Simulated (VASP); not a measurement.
# NaCl in VASP: further runs

NaCl is run at these levels: PBE+D3(BJ); tasks: single point.

Everything below comes from runs of VASP 6.6.1. Logs are shortened: lines on timing, memory, paths and dates and some standing lists are left out, and cuts for length are marked.

## (1) The cell of the first run

It takes space group P2_1/m (No. 11, monoclinic). Conventional cell: a = 4.580 Å, b = 5.577 Å, c = 4.641 Å, α = 90.00°, β = 116.81°, γ = 90.00°. Within 3.6 Å of Na (site symmetry m) lie 5 Cl at 2.71 to 2.79 Å. Cl (site symmetry m) has 5 Na at 2.71 to 2.79 Å within 3.6 Å.

## (2) Single point, PBE+D3(BJ)

File INCAR:

```
SYSTEM = NaCl
PREC     = Accurate       ! precision mode
ENCUT    = 520            ! plane-wave cutoff, eV
EDIFF    = 1E-6           ! SCF threshold, eV
ISMEAR   = 0              ! smearing method
SIGMA    = 0.1            ! smearing width, eV
LREAL    = .FALSE.        ! projectors in reciprocal space
LASPH    = .TRUE.         ! aspherical terms in the spheres
NELM     = 80             ! most SCF steps
ALGO     = Normal         ! electronic algorithm
ISIF     = 2              ! what is computed and relaxed
LWAVE    = .FALSE.        ! write WAVECAR
LCHARG   = .FALSE.        ! write CHGCAR
GGA      = PE             ! functional
IVDW     = 12             ! dispersion correction
NBANDS   = 22             ! bands
```

File KPOINTS:

```
regular mesh
0
G
  4 4 4
  0 0 0
```

File POSCAR:

```
NaCl
1.0
    4.5795615343      0.0000000000      0.0000000000
    0.0000000000      5.5772229718      0.0000000000
   -2.0934105244      0.0000000000      4.1422927297
Na Cl
2 2
Direct
    0.3303002175      0.7500000000      0.1727299337
    0.6696997825      0.2500000000      0.8272700663
    0.6713427262      0.7500000000      0.8241100717
    0.3286572738      0.2500000000      0.1758899283
```

Potentials or basis: VASP PAW PBE potentials, release 64 (Na_pv, Cl).

Started as:

```sh
$ cat potpaw_PBE.64/Na_pv/POTCAR potpaw_PBE.64/Cl/POTCAR > POTCAR
$ mpirun -np 1 vasp_std > vasp.out
```

OUTCAR:

```text
SYSTEM = NaCl
   PREC = Accurate
   ENCUT = 520
   EDIFF = 1E-6
   ISMEAR = 0
   LREAL = .FALSE.
   LASPH = .TRUE.
   NELM = 80
   ISIF = 2
   GGA = PE
   IVDW = 12
 IVDW          = 12

 ion  position               nearest neighbor table
   1  0.330  0.750  0.173-   3 2.71   3 2.71   3 2.71
   2  0.670  0.250  0.827-   4 2.71   4 2.71   4 2.71
   3  0.671  0.750  0.824-   1 2.71   1 2.71   1 2.71
   4  0.329  0.250  0.176-   2 2.71   2 2.71   2 2.71

  LATTYP: Found a simple monoclinic cell.
 ALAT       =     4.5795615343
 B/A-ratio  =     1.2178508641
 C/A-ratio  =     1.0134646263
 COS(beta)  =    -0.4510471152

  Lattice vectors:

 A1 = (   4.5795615343,   0.0000000000,   0.0000000000)
 A2 = (   0.0000000000,   5.5772229718,   0.0000000000)
 A3 = (  -2.0934105244,   0.0000000000,   4.1422927297)

Analysis of symmetry for initial positions (statically):
=====================================================================
 Subroutine PRICEL returns:
 Original cell was already a primitive cell.

 Routine SETGRP: Setting up the symmetry group for a
 simple monoclinic supercell.

 Subroutine GETGRP returns: Found  4 space group operations
 (whereof  2 operations were pure point group operations)
 out of a pool of  4 trial point group operations.

The static configuration has the point symmetry S_2 .
 The point group associated with its full space group is C_2h.

Analysis of symmetry for dynamics (positions and initial velocities):
=====================================================================
 Subroutine PRICEL returns:
 Original cell was already a primitive cell.

 Routine SETGRP: Setting up the symmetry group for a
 simple monoclinic supercell.

 Subroutine GETGRP returns: Found  4 space group operations
 (whereof  2 operations were pure point group operations)
 out of a pool of  4 trial point group operations.

The dynamic configuration has the point symmetry S_2 .
 The point group associated with its full space group is C_2h.

 Subroutine INISYM returns: Found  4 space group operations
 (whereof  2 operations are pure point group operations),
 and found     1 'primitive' translations

----------------------------------------------------------------------------------------

                                     Primitive cell

  volume of cell :     105.7993

  direct lattice vectors                    reciprocal lattice vectors
     4.579561534  0.000000000  0.000000000     0.218361516  0.000000000  0.110354416
     0.000000000  5.577222972  0.000000000     0.000000000  0.179300703  0.000000000
    -2.093410524  0.000000000  4.142292730     0.000000000  0.000000000  0.241412200

  length of vectors
     4.579561534  5.577222972  4.641223619     0.244662725  0.179300703  0.241412200

  position of ions in fractional coordinates (direct lattice)
     0.330300218  0.750000000  0.172729934
     0.669699782  0.250000000  0.827270066
     0.671342726  0.750000000  0.824110072
     0.328657274  0.250000000  0.175889928

  ion indices of the primitive-cell ions
   primitive index   ion index
                 1           1
                 2           2
                 3           3
                 4           4

----------------------------------------------------------------------------------------

 KPOINTS: regular mesh

Automatic generation of k-mesh.
 Grid dimensions read from file:
 generate k-points for:    4    4    4

 Generating k-lattice:

  Cartesian coordinates                     Fractional coordinates (reciprocal lattice)
     0.054590379  0.000000000  0.027588604     0.250000000  0.000000000  0.000000000
     0.000000000  0.044825176  0.000000000     0.000000000  0.250000000  0.000000000
     0.000000000  0.000000000  0.060353050     0.000000000  0.000000000  0.250000000

  Length of vectors
     0.061165681  0.044825176  0.060353050

  Shift w.r.t. Gamma in fractional coordinates (k-lattice)
     0.000000000  0.000000000  0.000000000

 Subroutine IBZKPT returns following result:
 ===========================================

 Found     30 irreducible k-points:

 Following reciprocal coordinates:
            Coordinates               Weight
  0.000000  0.000000  0.000000      1.000000
  0.250000  0.000000  0.000000      2.000000
  0.500000  0.000000  0.000000      1.000000
  0.000000  0.250000  0.000000      2.000000
  0.250000  0.250000  0.000000      4.000000
  0.500000  0.250000  0.000000      2.000000
[... 16 lines left out ...]
  0.250000  0.000000  0.500000      2.000000
  0.500000  0.000000  0.500000      1.000000
 [... further k-points ...]
   k-points           NKPTS =     30   k-points in BZ     NKDIM =     30   number of bands    NBANDS=     22
   number of dos      NEDOS =    301   number of ions     NIONS =      4
   total plane-waves  NPLWV =  54432
   dimension x,y,z NGX =    36 NGY =   42 NGZ =   36
   dimension x,y,z NGXF=    72 NGYF=   84 NGZF=   72
   ions per type =               2   2
   NGX,Y,Z   is equivalent  to a cutoff of  13.07, 12.52, 12.89 a.u.
   NGXF,Y,Z  is equivalent  to a cutoff of  26.14, 25.04, 25.79 a.u.
 SYSTEM =  NaCl
   PREC   = accura    normal or accurate (medium, high low for compatibility)
   ISTART =      0    job   : 0-new  1-cont  2-samecut
   ICHARG =      2    charge: 1-file 2-atom 10-const
   ISPIN  =      1    spin polarized calculation?
   LNONCOLLINEAR =      F non collinear calculations
   LSORBIT =      F    spin-orbit coupling
   LASPH  =      T    aspherical Exc in radial PAW
   ENCUT  =  520.0 eV  38.22 Ry    6.18 a.u.   8.51 10.37  8.63*2*pi/ulx,y,z
   NELM   =     80;   NELMIN=  2; NELMDL= -5     # of ELM steps
   EDIFF  = 0.1E-05   stopping-criterion for ELM
   LREAL  =      F    real-space projection
   EDIFFG = 0.1E-04   stopping-criterion for IOM
   NSW    =      0    number of steps for IOM
   IBRION =     -1    ionic relax: 0-MD 1-quasi-New 2-CG
   NFREE  =      0    steps in history (QN), initial steepest desc. (CG)
   ISIF   =      2    stress and relaxation
   ISYM   =      2    0-nonsym 1-usesym 2-fastsym
   POTIM  = 0.5000    time-step for ionic-motion
   TEBEG  =    0.0;   TEEND  =   0.0 temperature during run
   PSTRESS=    0.0 pullay stress
   NELECT =      28.0000    total number of electrons
   NUPDOWN=      -1.0000    fix difference up-down
   EMIN   =  10.00;   EMAX   =-10.00  energy-range for DOS
   EFERMI =   0.00;   METHOD = LEGACY
   ISMEAR =     0;   SIGMA  =   0.10  broadening in eV -4-tet -1-fermi 0-gaus
   EFERMI_NEDOS =   21; number of points for ismear=-14 and -15
   IALGO  =     38    algorithm
   IMIX   =      4    mixing-type and parameters
     AMIX     =   0.40;   BMIX     =  1.00
     AMIX_MAG =   1.60;   BMIX_MAG =  1.00
  volume/ion in A,a.u.               =      26.45       178.49
  Fermi-wavevector in a.u.,A,eV,Ry     =   1.051074  1.986242 15.031124  1.104756
  Thomas-Fermi vector in A             =   2.186103
   LORBIT       =      0    0 simple, 1 ext, 2 COOP (PROOUT), +10 PAW based schemes
   GGA     = PE    functional components
   LHFCALC =     F    Hartree Fock is set to
   AEXX    =    0.0000 exact exchange contribution
   IVDW    =    12    specifies the selected vdW correction
   LEPSILON=     F    determine dielectric tensor
   LRPA    =     F    only Hartree local field effects (RPA)
 non-spin polarized calculation
 Gauss-broadening in eV      SIGMA  =   0.10
  energy-cutoff  :      520.00
  volume of cell :      105.80
 maximum number of plane-waves:      2873
 NGX is ok and might be reduce to    36

 number of electron      27.9999987 magnetization

 Free energy of the ion-electron system (eV)
  ---------------------------------------------------
  ext. energy  EPLUGINS =         0.00000000
  ---------------------------------------------------
  free energy    TOTEN  =       -13.40786807 eV

  energy without entropy =      -13.40786807  energy(sigma->0) =      -13.40786807

 E-fermi :  -1.0736     XC(G=0):  -7.2849

 val. band max:       -1.5993027122   @ k =   0.0000   0.0000   0.0000
 cond. band min:       3.2584927528   @ k =   0.0000   0.0000   0.0000
 fundamental gap:      4.8577954650
 Fermi energy:        -1.0736490413

 k-point     1 :       0.0000    0.0000    0.0000
  band No.  band energies     occupation
      1     -22.4485      2.00000
      2     -22.4459      2.00000
      3     -22.4421      2.00000
      4     -22.4410      2.00000
      5     -22.4335      2.00000
      6     -22.4246      2.00000
[... 14 lines left out ...]
     21       9.5919      0.00000
     22       9.5971      0.00000

 k-point     2 :       0.2500    0.0000    0.0000
  band No.  band energies     occupation
      1     -22.4503      2.00000
      2     -22.4467      2.00000
      3     -22.4430      2.00000
      4     -22.4409      2.00000
      5     -22.4360      2.00000
      6     -22.4271      2.00000
[... 14 lines left out ...]
     21       9.2567      0.00000
     22       9.6036      0.00000

 k-point     3 :       0.5000    0.0000    0.0000
  band No.  band energies     occupation
      1     -22.4517      2.00000
      2     -22.4512      2.00000
      3     -22.4428      2.00000
      4     -22.4385      2.00000
      5     -22.4370      2.00000
      6     -22.4313      2.00000
[... 14 lines left out ...]
     21       9.9912      0.00000
     22      10.7935      0.00000

 k-point     4 :       0.0000    0.2500    0.0000
  band No.  band energies     occupation
      1     -22.4474      2.00000
      2     -22.4442      2.00000
      3     -22.4419      2.00000
      4     -22.4409      2.00000
      5     -22.4347      2.00000
      6     -22.4290      2.00000
[... 14 lines left out ...]
     21       9.0589      0.00000
     22      10.0621      0.00000

 k-point     5 :       0.2500    0.2500    0.0000
  band No.  band energies     occupation
      1     -22.4521      2.00000
      2     -22.4480      2.00000
      3     -22.4435      2.00000
      4     -22.4386      2.00000
      5     -22.4367      2.00000
      6     -22.4276      2.00000
[... 14 lines left out ...]
     21       9.4461      0.00000
     22       9.8758      0.00000

 k-point     6 :       0.5000    0.2500    0.0000
  band No.  band energies     occupation
      1     -22.4556      2.00000
      2     -22.4531      2.00000
      3     -22.4450      2.00000
      4     -22.4394      2.00000
      5     -22.4331      2.00000
      6     -22.4287      2.00000
[... 14 lines left out ...]
     21       9.4393      0.00000
     22      10.5063      0.00000

 k-point     7 :       0.0000    0.5000    0.0000
  band No.  band energies     occupation
      1     -22.4448      2.00000
      2     -22.4448      2.00000
      3     -22.4380      2.00000
      4     -22.4380      2.00000
      5     -22.4375      2.00000
      6     -22.4375      2.00000
[... 324 lines left out ...]
      6     -22.4292      2.00000
[... 14 lines left out ...]
     21       9.9000      0.00000
     22       9.9000      0.00000

 k-point    21 :      -0.2500    0.5000    0.2500
  band No.  band energies     occupation
      1     -22.4533      2.00000
      2     -22.4533      2.00000
      3     -22.4386      2.00000
      4     -22.4386      2.00000
      5     -22.4328      2.00000
      6     -22.4328      2.00000
[... 14 lines left out ...]
     21       9.4515      0.00000
     22       9.4515      0.00000

 k-point    22 :       0.0000    0.0000    0.5000
  band No.  band energies     occupation
      1     -22.4509      2.00000
      2     -22.4496      2.00000
      3     -22.4429      2.00000
      4     -22.4389      2.00000
      5     -22.4386      2.00000
      6     -22.4312      2.00000
[... 14 lines left out ...]
     21       9.8990      0.00000
     22      10.7938      0.00000

 k-point    23 :       0.2500    0.0000    0.5000
  band No.  band energies     occupation
      1     -22.4531      2.00000
      2     -22.4485      2.00000
      3     -22.4453      2.00000
      4     -22.4384      2.00000
      5     -22.4359      2.00000
      6     -22.4314      2.00000
[... 14 lines left out ...]
     21       9.7571      0.00000
     22      10.2493      0.00000

 k-point    24 :       0.5000    0.0000    0.5000
  band No.  band energies     occupation
      1     -22.4553      2.00000
      2     -22.4497      2.00000
      3     -22.4447      2.00000
      4     -22.4382      2.00000
      5     -22.4337      2.00000
      6     -22.4315      2.00000
[... 14 lines left out ...]
     21      10.3526      0.00000
     22      10.4036      0.00000

 [... further k-points ...]

------------------------ aborting loop because EDIFF is reached ----------------------------------------

 Edisp (eV)   -0.70285

 E8    (eV) :    -0.2912

  FORCE on cell =-STRESS in cart. coord.  units (eV):
  Direction    XX          YY          ZZ          XY          YZ          ZX
  --------------------------------------------------------------------------------------
  -------------------------------------------------------------------------------------
  Total      -0.00624    -0.02941    -0.01682     0.00000     0.00000     0.01462
  in kB      -0.09442    -0.44543    -0.25476     0.00000     0.00000     0.22139
  external pressure =       -0.26 kB  Pullay stress =        0.00 kB

 VOLUME and BASIS-vectors are now :
 -----------------------------------------------------------------------------
  energy-cutoff  :      520.00
  volume of cell :      105.80
      direct lattice vectors                 reciprocal lattice vectors
     4.579561534  0.000000000  0.000000000     0.218361516  0.000000000  0.110354416
     0.000000000  5.577222972  0.000000000     0.000000000  0.179300703  0.000000000
    -2.093410524  0.000000000  4.142292730     0.000000000  0.000000000  0.241412200

 POSITION                                       TOTAL-FORCE (eV/Angst)
 -----------------------------------------------------------------------------------
      1.15104      4.18292      0.71550         0.001304      0.000000     -0.000488
      1.33512      1.39431      3.42679        -0.001304     -0.000000      0.000488
      1.34925      4.18292      3.41371         0.000130      0.000000      0.000090
      1.13690      1.39431      0.72859        -0.000130      0.000000     -0.000090
 -----------------------------------------------------------------------------------
    total drift:                                0.000000     -0.000000     -0.000000

  FREE ENERGIE OF THE ION-ELECTRON SYSTEM (eV)
  ---------------------------------------------------
  free  energy   TOTEN  =       -14.1107164709 eV

  energy  without entropy=      -14.1107164709  energy(sigma->0) =      -14.11071647
```

Wall time 35 s (1 thread of Intel Xeon Platinum 8375C at 2.90GHz (Ice Lake), shared host); peak memory 0.24 GiB.

Results:

```
Free energy                : -14.1107 eV
Pressure                   : 0.0 GPa
Band gap on the k mesh     : 4.86 eV, direct
Dispersion energy per atom : -0.176 eV
```

## (3) Single point, PBE+D3(BJ)

This run uses another cell than the first one: it holds 8 atoms, not 4.

File INCAR:

```
SYSTEM = NaCl
PREC = Accurate
ENCUT = 520
EDIFF = 1E-7
ISMEAR = 0
SIGMA = 0.1
LREAL = .FALSE.
LASPH = .TRUE.
NELM = 100
ALGO = Normal
ISIF = 2
LWAVE = .FALSE.
LCHARG = .FALSE.
GGA = PE
IVDW = 12
NBANDS = 38
```

File KPOINTS:

```
Automatic mesh
0
G
  4 2 2
  0 0 0
```

File POSCAR:

```
NaCl
1.0
    4.8309674401     -0.0348383386      0.0087054665
   -0.0610460490      7.8538774777     -0.0052057033
   -0.0109291887      0.0060692801      5.5772089609
Na Cl
4 4
Direct
    0.5004826317      0.3287967712      0.7501409284
    1.0025416012      0.8287638095      0.7497515680
    0.9974574122      0.1711673534      0.2503752218
    0.4995065183      0.6712526597      0.2494409085
    0.9966821076      0.1735897105      0.7502325961
    0.4987647720      0.6736332410      0.7497301258
    0.5012473354      0.3264131645      0.2501039863
    0.0033176214      0.8263832904      0.2502246651
```

Potentials or basis: VASP PAW PBE potentials, release 64 (Na_pv, Cl).

Started as:

```sh
$ cat potpaw_PBE.64/Na_pv/POTCAR potpaw_PBE.64/Cl/POTCAR > POTCAR
$ mpirun -np 1 vasp_std > vasp.out
```

Run time: 59 s. Hardware: 1 thread of Intel Xeon Platinum 8375C at 2.90GHz (Ice Lake), shared host; peak memory 0.31 GiB.

It converged, with:

```yaml
Free_energy: -28.2199 eV
Pressure: 0.0 GPa
Largest_force: 0.006 eV/Å
Band_gap_on_the_k_mesh: 4.86 eV
Dispersion_energy_per_atom: -0.176 eV
```

Forces in eV/Å, atoms in the order of the input:
```
Na   0.000  0.001 -0.001
Na   0.001  0.001  0.004
Na  -0.001  0.000 -0.002
Na   0.000 -0.001  0.004
Cl   0.001  0.000  0.000
Cl   0.000  0.000  0.001
Cl   0.000  0.000  0.000
Cl  -0.001  0.000 -0.006
```

Levels at points of the mesh, in eV from the valence-band top:
```csv
k point,band 24,band 25,band 26,band 27,band 28,band 29,band 30,band 31,band 32,band 33
"(0.00, 0.00, 0.00)",-0.49,-0.34,-0.32,-0.28,0.00,4.86,7.29,7.64,7.66,8.66
"(0.50, 0.00, 0.00)",-0.80,-0.52,-0.52,-0.33,-0.33,7.14,7.14,8.21,8.21,8.58
"(0.00, 0.50, 0.00)",-0.60,-0.30,-0.30,-0.19,-0.19,5.96,5.96,8.17,8.17,9.05
"(0.50, 0.50, 0.00)",-0.84,-0.55,-0.53,-0.24,-0.22,7.28,7.29,7.66,7.67,8.85
"(0.00, 0.00, 0.50)",-0.62,-0.52,-0.52,-0.32,-0.32,6.65,6.65,7.40,7.41,9.55
"(0.50, 0.00, 0.50)",-0.80,-0.17,-0.17,-0.17,-0.17,7.72,7.72,7.72,7.73,9.15
"(0.00, 0.50, 0.50)",-0.68,-0.38,-0.38,-0.38,-0.37,7.11,7.11,7.11,7.11,9.64
"(0.50, 0.50, 0.50)",-0.61,-0.27,-0.27,-0.25,-0.25,7.33,7.33,7.33,7.33,9.85
```

Caveat: the k points lie up to 0.56 Å⁻¹ apart.
